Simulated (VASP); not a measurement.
# TiTe2 (P-3m1) in VASP: further runs, part 2 of 2

VASP 6.6.1.

### 3 Single point, PBE

This run uses another cell than the first one, of 27.86 Å³/atom, 1.041 times its volume.

Contents of INCAR:

```
ALGO = Normal
EDIFF = 1E-7
ENCUT = 520
GGA = PE
ISIF = 2
ISMEAR = -1
LASPH = True
LCHARG = False
LREAL = False
LWAVE = False
NBANDS = 19
NELM = 80
PREC = Accurate
SIGMA = 0.05
```

Contents of KPOINTS:

```
k-points
0
Gamma
  8 8 4
```

Contents of POSCAR:

```
TiTe2
1.0
    3.7881490383      0.0000000000      0.0000000000
   -1.8940745192      3.2806333005      0.0000000000
    0.0000000000      0.0000000000      6.7242923908
Te Ti
2 1
Direct
    0.3333333333      0.6666666667      0.7449329723
    0.6666666667      0.3333333333      0.2550670277
    0.0000000000      0.0000000000      0.0000000000
```

Potentials or basis: VASP PAW PBE potentials, release 64 (Te, Ti_sv).

Launch:

```sh
$ cat potpaw_PBE.64/Te/POTCAR potpaw_PBE.64/Ti_sv/POTCAR > POTCAR
$ mpirun -np 1 vasp_std > vasp.out
```

OUTCAR:

```text
EDIFF = 1E-7
   ENCUT = 520
   GGA = PE
   ISIF = 2
   ISMEAR = -1
   LASPH = True
   LREAL = False
   NELM = 80
   PREC = Accurate

 ion  position               nearest neighbor table
   1  0.333  0.667  0.745-   3 2.78   3 2.78   3 2.78
   2  0.667  0.333  0.255-   3 2.78   3 2.78   3 2.78
   3  0.000  0.000  0.000-   1 2.78   2 2.78   2 2.78   1 2.78   2 2.78   1 2.78

  LATTYP: Found a hexagonal cell.
 ALAT       =     3.7881490383
 C/A-ratio  =     1.7750865456

  Lattice vectors:

 A1 = (   3.7881490383,   0.0000000000,   0.0000000000)
 A2 = (  -1.8940745192,   3.2806333005,   0.0000000000)
 A3 = (   0.0000000000,   0.0000000000,   6.7242923908)

Analysis of symmetry for initial positions (statically):
=====================================================================
 Subroutine PRICEL returns:
 Original cell was already a primitive cell.

 Routine SETGRP: Setting up the symmetry group for a
 hexagonal supercell.

 Subroutine GETGRP returns: Found 12 space group operations
 (whereof 12 operations were pure point group operations)
 out of a pool of 24 trial point group operations.

The static configuration has the point symmetry D_3d.

Analysis of symmetry for dynamics (positions and initial velocities):
=====================================================================
 Subroutine PRICEL returns:
 Original cell was already a primitive cell.

 Routine SETGRP: Setting up the symmetry group for a
 hexagonal supercell.

 Subroutine GETGRP returns: Found 12 space group operations
 (whereof 12 operations were pure point group operations)
 out of a pool of 24 trial point group operations.

The dynamic configuration has the point symmetry D_3d.

 Subroutine INISYM returns: Found 12 space group operations
 (whereof 12 operations are pure point group operations),
 and found     1 'primitive' translations

----------------------------------------------------------------------------------------

                                     Primitive cell

  volume of cell :      83.5663

  direct lattice vectors                    reciprocal lattice vectors
     3.788149038  0.000000000  0.000000000     0.263981166  0.152409597  0.000000000
    -1.894074519  3.280633300  0.000000000     0.000000000  0.304819194  0.000000000
     0.000000000  0.000000000  6.724292391     0.000000000  0.000000000  0.148714533

  length of vectors
     3.788149038  3.788149038  6.724292391     0.304819194  0.304819194  0.148714533

  position of ions in fractional coordinates (direct lattice)
     0.333333333  0.666666667  0.744932972
     0.666666667  0.333333333  0.255067028
     0.000000000  0.000000000  0.000000000

  ion indices of the primitive-cell ions
   primitive index   ion index
                 1           1
                 2           2
                 3           3

----------------------------------------------------------------------------------------

 KPOINTS: k-points

Automatic generation of k-mesh.
 Grid dimensions read from file:
 generate k-points for:    8    8    4

 Generating k-lattice:

  Cartesian coordinates                     Fractional coordinates (reciprocal lattice)
     0.032997646  0.019051200  0.000000000     0.125000000  0.000000000  0.000000000
     0.000000000  0.038102399  0.000000000     0.000000000  0.125000000  0.000000000
     0.000000000  0.000000000  0.037178633     0.000000000  0.000000000  0.250000000

  Length of vectors
     0.038102399  0.038102399  0.037178633

  Shift w.r.t. Gamma in fractional coordinates (k-lattice)
     0.000000000  0.000000000  0.000000000

 Subroutine IBZKPT returns following result:
 ===========================================

 Found     35 irreducible k-points:

 Following reciprocal coordinates:
            Coordinates               Weight
  0.000000  0.000000  0.000000      1.000000
  0.125000 -0.000000  0.000000      6.000000
  0.250000 -0.000000  0.000000      6.000000
  0.375000 -0.000000  0.000000      6.000000
  0.500000 -0.000000  0.000000      3.000000
  0.125000  0.125000  0.000000      6.000000
[... 16 lines left out ...]
 -0.125000  0.500000  0.250000     12.000000
  0.250000  0.250000  0.250000     12.000000
 [... further k-points ...]
   k-points           NKPTS =     35   k-points in BZ     NKDIM =     35   number of bands    NBANDS=     19
   number of dos      NEDOS =    301   number of ions     NIONS =      3
   total plane-waves  NPLWV =  39200
   dimension x,y,z NGX =    28 NGY =   28 NGZ =   50
   dimension x,y,z NGXF=    56 NGYF=   56 NGZF=  100
   ions per type =               2   1
   NGX,Y,Z   is equivalent  to a cutoff of  12.29, 12.29, 12.36 a.u.
   NGXF,Y,Z  is equivalent  to a cutoff of  24.58, 24.58, 24.72 a.u.
 SYSTEM =  unknown system
   PREC   = accura    normal or accurate (medium, high low for compatibility)
   ISTART =      0    job   : 0-new  1-cont  2-samecut
   ICHARG =      2    charge: 1-file 2-atom 10-const
   ISPIN  =      1    spin polarized calculation?
   LNONCOLLINEAR =      F non collinear calculations
   LSORBIT =      F    spin-orbit coupling
   LASPH  =      T    aspherical Exc in radial PAW
   ENCUT  =  520.0 eV  38.22 Ry    6.18 a.u.   7.04  7.04 12.50*2*pi/ulx,y,z
   NELM   =     80;   NELMIN=  2; NELMDL= -5     # of ELM steps
   EDIFF  = 0.1E-06   stopping-criterion for ELM
   LREAL  =      F    real-space projection
   EDIFFG = 0.1E-05   stopping-criterion for IOM
   NSW    =      0    number of steps for IOM
   IBRION =     -1    ionic relax: 0-MD 1-quasi-New 2-CG
   NFREE  =      0    steps in history (QN), initial steepest desc. (CG)
   ISIF   =      2    stress and relaxation
   ISYM   =      2    0-nonsym 1-usesym 2-fastsym
   POTIM  = 0.5000    time-step for ionic-motion
   TEBEG  =    0.0;   TEEND  =   0.0 temperature during run
   PSTRESS=    0.0 pullay stress
   NELECT =      24.0000    total number of electrons
   NUPDOWN=      -1.0000    fix difference up-down
   EMIN   =  10.00;   EMAX   =-10.00  energy-range for DOS
   EFERMI =   0.00;   METHOD = LEGACY
   ISMEAR =    -1;   SIGMA  =   0.05  broadening in eV -4-tet -1-fermi 0-gaus
   EFERMI_NEDOS =   21; number of points for ismear=-14 and -15
   IALGO  =     38    algorithm
   IMIX   =      4    mixing-type and parameters
     AMIX     =   0.40;   BMIX     =  1.00
     AMIX_MAG =   1.60;   BMIX_MAG =  1.00
  volume/ion in A,a.u.               =      27.86       187.98
  Fermi-wavevector in a.u.,A,eV,Ry     =   1.080110  2.041113 15.873079  1.166638
  Thomas-Fermi vector in A             =   2.216093
   LORBIT       =      0    0 simple, 1 ext, 2 COOP (PROOUT), +10 PAW based schemes
   GGA     = PE    functional components
   LHFCALC =     F    Hartree Fock is set to
   AEXX    =    0.0000 exact exchange contribution
   IVDW    =     0    specifies the selected vdW correction
   LEPSILON=     F    determine dielectric tensor
   LRPA    =     F    only Hartree local field effects (RPA)
 non-spin polarized calculation
  energy-cutoff  :      520.00
  volume of cell :       83.57
 maximum number of plane-waves:      2269
   NGX = 15   NGY = 15   NGZ = 25

 number of electron      23.9999995 magnetization

 Free energy of the ion-electron system (eV)
  ---------------------------------------------------
  ext. energy  EPLUGINS =         0.00000000
  ---------------------------------------------------
  free energy    TOTEN  =       -16.22532511 eV

  energy without entropy =      -16.21296185  energy(sigma->0) =      -16.21914348

 E-fermi :   6.3266     XC(G=0):  -9.6412

 val. band max:        6.3065895275   @ k =   0.1250  -0.0000   0.2500
 cond. band min:       6.3566726579   @ k =   0.5000  -0.0000   0.0000
 fundamental gap:      0.0500831304
 Fermi energy:         6.3266363174

 k-point     1 :       0.0000    0.0000    0.0000
  band No.  band energies     occupation
      1     -51.1761      2.00000
      2     -27.4284      2.00000
      3     -27.4284      2.00000
      4     -27.3916      2.00000
      5      -5.8894      2.00000
      6      -4.5947      2.00000
[... 11 lines left out ...]
     18      11.5450      0.00000
     19      11.9888      0.00000

 k-point     2 :       0.1250   -0.0000    0.0000
  band No.  band energies     occupation
      1     -51.1757      2.00000
      2     -27.4342      2.00000
      3     -27.4297      2.00000
      4     -27.3902      2.00000
      5      -5.7216      2.00000
      6      -4.5037      2.00000
[... 476 lines left out ...]
 k-point    24 :       0.2500    0.2500    0.2500
  band No.  band energies     occupation
      1     -51.1733      2.00000
      2     -27.4604      2.00000
      3     -27.4451      2.00000
      4     -27.3824      2.00000
      5      -4.2895      2.00000
      6      -4.0085      2.00000
[... 11 lines left out ...]
     18      11.5806      0.00000
     19      12.2370      0.00000

 [... further k-points ...]
[... 5 lines left out ...]
  --------------------------------------------------------------------------------------
  -------------------------------------------------------------------------------------
  Total       -0.0074412     -0.0074412      0.0141341      0.0000000      0.0000000     -0.0000000
  in kB       -0.1426659     -0.1426659      0.2709868      0.0000000      0.0000000     -0.0000000
  external PRESSURE =      -0.0047817 kB  Pullay stress =       0.0000000 kB

 VOLUME and BASIS-vectors are now :
 -----------------------------------------------------------------------------
  energy-cutoff  :      520.00
  volume of cell :       83.57
      direct lattice vectors                 reciprocal lattice vectors
     3.788149038  0.000000000  0.000000000     0.263981166  0.152409597  0.000000000
    -1.894074519  3.280633300  0.000000000     0.000000000  0.304819194  0.000000000
     0.000000000  0.000000000  6.724292391     0.000000000  0.000000000  0.148714533

 POSITION                                       TOTAL-FORCE (eV/Angst)
 -----------------------------------------------------------------------------------
     -0.00000      2.18709      5.00915         0.000000      0.000000     -0.009463
      1.89407      1.09354      1.71515        -0.000000     -0.000000      0.009463
      0.00000      0.00000      0.00000        -0.000000      0.000000      0.000000
 -----------------------------------------------------------------------------------
    total drift:                               -0.000000     -0.000000      0.000000

  FREE ENERGIE OF THE ION-ELECTRON SYSTEM (eV)
  ---------------------------------------------------
  free  energy   TOTEN  =       -16.2253251126 eV

  energy  without entropy=      -16.2129618504  energy(sigma->0) =      -16.21914348
```

OSZICAR:

```text
N       E                     dE             d eps       ncg     rms          rms(c)
DAV:   1     0.180027672902E+03    0.18003E+03   -0.10771E+04  1330   0.116E+03
DAV:   2    -0.204738762270E+01   -0.18208E+03   -0.17718E+03  1438   0.294E+02
DAV:   3    -0.180066471890E+02   -0.15959E+02   -0.15602E+02  2131   0.822E+01
DAV:   4    -0.185432964848E+02   -0.53665E+00   -0.53294E+00  1655   0.141E+01
DAV:   5    -0.185672673233E+02   -0.23971E-01   -0.23959E-01  1986   0.285E+00    0.120E+01
DAV:   6    -0.187851482344E+02   -0.21788E+00   -0.39635E+01  1436   0.379E+01    0.153E+01
DAV:   7    -0.165173431391E+02    0.22678E+01   -0.34982E+01  1652   0.333E+01    0.568E+00
DAV:   8    -0.162291637064E+02    0.28818E+00   -0.15073E+00  1585   0.825E+00    0.182E+00
DAV:   9    -0.162574531157E+02   -0.28289E-01   -0.39025E-01  1778   0.387E+00    0.184E+00
DAV:  10    -0.162301958990E+02    0.27257E-01   -0.39570E-01  1582   0.422E+00    0.863E-01
DAV:  11    -0.162254945197E+02    0.47014E-02   -0.43244E-02  1521   0.150E+00    0.379E-01
DAV:  12    -0.162254938619E+02    0.65774E-06   -0.40382E-03  1576   0.453E-01    0.261E-01
DAV:  13    -0.162253344249E+02    0.15944E-03   -0.57685E-04  1545   0.177E-01    0.678E-02
DAV:  14    -0.162253342375E+02    0.18745E-06   -0.21909E-05  1587   0.330E-02    0.430E-02
DAV:  15    -0.162253272443E+02    0.69932E-05   -0.14206E-05  1663   0.275E-02    0.210E-02
DAV:  16    -0.162253248886E+02    0.23558E-05   -0.12466E-05  1791   0.221E-02    0.153E-03
DAV:  17    -0.162253250517E+02   -0.16312E-06   -0.27792E-07  1485   0.410E-03    0.172E-03
DAV:  18    -0.162253251126E+02   -0.60926E-07   -0.35752E-08   875   0.142E-03
   1 F= -.16225325E+02 E0= -.16219143E+02  d E =-.123633E-01
```

stdout:

```text
POSCAR found type information on POSCAR TeTi
 POSCAR found :  2 types and       3 ions
 scaLAPACK will be used
 LDA part: xc-table for (Slater+PW92), standard interpolation
 POSCAR, INCAR and KPOINTS ok, starting setup
 FFT: planning ... GRIDC
 FFT: planning ... GRID_SOFT
 FFT: planning ... GRID
 WAVECAR not read
 entering main loop
```

Wall time 31 s (1 thread of Intel Xeon 6975P-C (Granite Rapids), shared host); peak memory 0.21 GiB.

What came out:

| Quantity | Value |
| --- | --- |
| Free energy | -16.2253 eV |
| Pressure | 0.0 GPa |
| Largest force | 0.009 eV/Å |
| Band gap on the k mesh | zero (band 12 reaches 6.73 eV, above the bottom of band 13 at 6.10 eV) |

Forces on the atoms (eV/Å):
```
Te   0.000  0.000 -0.009
Te   0.000  0.000  0.009
Ti   0.000  0.000  0.000
```

Caveat: spin-orbit coupling is left out, which moves the levels of the heavy elements; this functional lacks dispersion, which binds the layers, so the pressure and a relaxed spacing across them are unreliable.

### 4 Single point, r2SCAN

Contents of POSCAR:

```
TiTe2
1.0
    3.7770000000      0.0000000000      0.0000000000
   -1.8885000000      3.2709779501      0.0000000000
    0.0000000000      0.0000000000      6.4980000000
Te Ti
2 1
Direct
    0.3333333333      0.6666666667      0.7372000000
    0.6666666667      0.3333333333      0.2628000000
    0.0000000000      0.0000000000      0.0000000000
```

Contents of INCAR.step1:

```
PREC = Accurate ; ENCUT = 520
ISMEAR = -1 ; SIGMA = 0.05
LREAL = False ; LASPH = True
NELM = 100 ; NBANDS = 19
GGA = PE ; ALGO = Normal
EDIFF = 1E-4 ; LWAVE = True
LCHARG = False
```

Contents of INCAR.step2:

```
PREC = Accurate ; ENCUT = 520
EDIFF = 1E-6 ; ISMEAR = -1
SIGMA = 0.05 ; LREAL = False
LASPH = True ; NELM = 100
ALGO = Normal ; ISIF = 2
LWAVE = False ; LCHARG = True
METAGGA = R2SCAN ; LMIXTAU = True
LELF = True ; LVHAR = True
NBANDS = 19 ; ISTART = 1
```

Contents of KPOINTS:

```
regular mesh
0
Gamma
  5 5 3
```

Launch:

```sh
$ cat potpaw_PBE.64/Te/POTCAR potpaw_PBE.64/Ti_sv/POTCAR > POTCAR
$ cp INCAR.step1 INCAR
$ mpirun -np 1 vasp_std > vasp.out
$ cp INCAR.step2 INCAR
$ mpirun -np 1 vasp_std > vasp.out
```

Run time: 95 s. Hardware: 1 thread of Intel Xeon Platinum 8259CL at 2.50GHz (Skylake/Cascade Lake), shared host; peak memory 0.2 GiB.

The run converged. Its results:

```
Free energy            : -66.2451 eV
Pressure               : 1.1 GPa
Largest force          : 0.184 eV/Å
Band gap on the k mesh : zero (band 12 reaches 7.25 eV, above the bottom of band 13 at 6.66 eV)
```

Forces on the atoms (eV/Å):
```
Te   0.000  0.000  0.184
Te   0.000  0.000 -0.184
Ti   0.000  0.000  0.000
```

Stress tensor (GPa, compression positive):
```
1.18 0.00 0.00
0.00 1.18 0.00
0.00 0.00 0.94
```

Levels at points of the mesh, in eV from the Fermi level:
| k point | band 10 | band 11 | band 12 | band 13 | band 14 | band 15 |
| --- | --- | --- | --- | --- | --- | --- |
| (0.00, 0.00, 0.00) | 0.43 | 0.43 | 0.45 | 0.47 | 0.98 | 0.98 |

Caveat: the k points lie up to 0.38 Å⁻¹ apart; the PAW data sets were made with another functional, which shifts forces and pressure a little; spin-orbit coupling is left out, which moves the levels of the heavy elements.

### 5 Single point, PBE

Contents of INCAR:

```
SYSTEM = TiTe2
ALGO = Normal
EDIFF = 1E-6
ENCUT = 520
GGA = PE
ISIF = 2
ISMEAR = -1
LASPH = .TRUE.
LCHARG = .FALSE.
LREAL = .FALSE.
LWAVE = .FALSE.
NBANDS = 19
NELM = 80
PREC = Accurate
SIGMA = 0.05
```

Contents of KPOINTS:

```
k-points
0
G
  7 7 4
  0 0 0
```

POSCAR is that of step 4.

Launch:

```sh
$ cat potpaw_PBE.64/Te/POTCAR potpaw_PBE.64/Ti_sv/POTCAR > POTCAR
$ mpirun -np 1 vasp_std > vasp.out
```

Run time: 48 s. Hardware: 1 thread of Intel Xeon Platinum 8259CL at 2.50GHz (Skylake/Cascade Lake), shared host; peak memory 0.2 GiB.

Results (log left out):

- Free energy: -16.2147 eV
- Pressure: 0.9 GPa
- Band gap on the k mesh: zero (band 12 reaches 7.22 eV, above the bottom of band 13 at 6.64 eV)

Stress tensor (GPa, compression positive):
```
0.75 0.00 0.00
0.00 0.75 0.00
0.00 0.00 1.09
```

Levels at points of the mesh, in eV from the Fermi level:
```
           k point  band 10  band 11  band 12  band 13  band 14  band 15
(0.00, 0.00, 0.00)     0.37     0.42     0.42     0.60     1.09     1.09
(0.00, 0.00, 0.50)    -1.58     0.41     0.41     0.78     0.78     1.05
```

Caveat: spin-orbit coupling is left out, which moves the levels of the heavy elements; this functional lacks dispersion, which binds the layers, so the pressure and a relaxed spacing across them are unreliable.

### 6 Overview

```tsv
level	cell	k mesh	gap on the mesh (eV)	pressure (GPa)	largest force (eV/Å)
PBE+D3(BJ)	a = 3.777, b = 3.777, c = 6.498 Å, angles 90.0, 90.0, 120.0°, 3 atoms	8 × 8 × 4	none	-2.1	0.03
PBE	a = 3.788, b = 3.788, c = 6.724 Å, angles 90.0, 90.0, 120.0°, 3 atoms	8 × 8 × 4	none	0.0	0.01
r2SCAN	a = 3.777, b = 3.777, c = 6.498 Å, angles 90.0, 90.0, 120.0°, 3 atoms	5 × 5 × 3	none	1.1	0.18
PBE	a = 3.777, b = 3.777, c = 6.498 Å, angles 90.0, 90.0, 120.0°, 3 atoms	7 × 7 × 4	none	0.9	-
```

Alike in all rows: task single point; potentials or basis VASP PAW PBE potentials, release 64 (Te, Ti_sv); no spin polarisation; cutoff (eV) 520; smearing fermi-dirac 0.05 eV.

Caveats: some runs use coarse meshes; spin-orbit coupling is left out, which moves the levels of the heavy elements; this functional lacks dispersion, which binds the layers, so the pressure and a relaxed spacing across them are unreliable (some runs); three body term missing (some runs); the PAW data sets were made with another functional, which shifts forces and pressure a little (some runs).

Absolute energies hang on the potentials; compare differences alone.
